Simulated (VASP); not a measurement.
A run of VASP 6.6.1 is set up as follows.

INCAR

```
ALGO = Normal
EDIFF = 1E-6
EDIFFG = -0.001
ENCUT = 600
GGA = PS
IBRION = 2
ISIF = 3
ISMEAR = -1
LASPH = True
LCHARG = False
LREAL = False
LWAVE = False
NELM = 80
NSW = 80
PREC = Accurate
SIGMA = 0.15
```

KPOINTS

```
k-points
0
Gamma
  12 12 12
```

Contents of POSCAR:

```
InAs
1.0
    0.0000000000      3.0437329618      3.0437329618
    3.0437329618      0.0000000000      3.0437329618
    3.0437329618      3.0437329618      0.0000000000
In As
1 1
Direct
    0.0000000000      0.0000000000      0.0000000000
    0.7500000000      0.7500000000      0.7500000000
```

Potentials or basis: VASP PAW PBE potentials, release 64 (In_d, As).

Run with:

```console
$ cat potpaw_PBE.64/In_d/POTCAR potpaw_PBE.64/As/POTCAR > POTCAR
$ mpirun -np 1 vasp_std > vasp.out
```

(1) What does it give for the band gap on the k mesh?

(2) Estimate the relaxed cell.

(3) Estimate the relaxed volume.

Answers

(1) zero (filled and empty bands touch).

(2) a = 4.307 Å, b = 4.307 Å, c = 4.307 Å, α = 60.00°, β = 60.00°, γ = 60.00°.

(3) 28.26 Å³/atom.

Caveat: the PAW data sets were made with another functional, which shifts forces and pressure a little; spin-orbit coupling is left out, which moves the levels of the heavy elements.
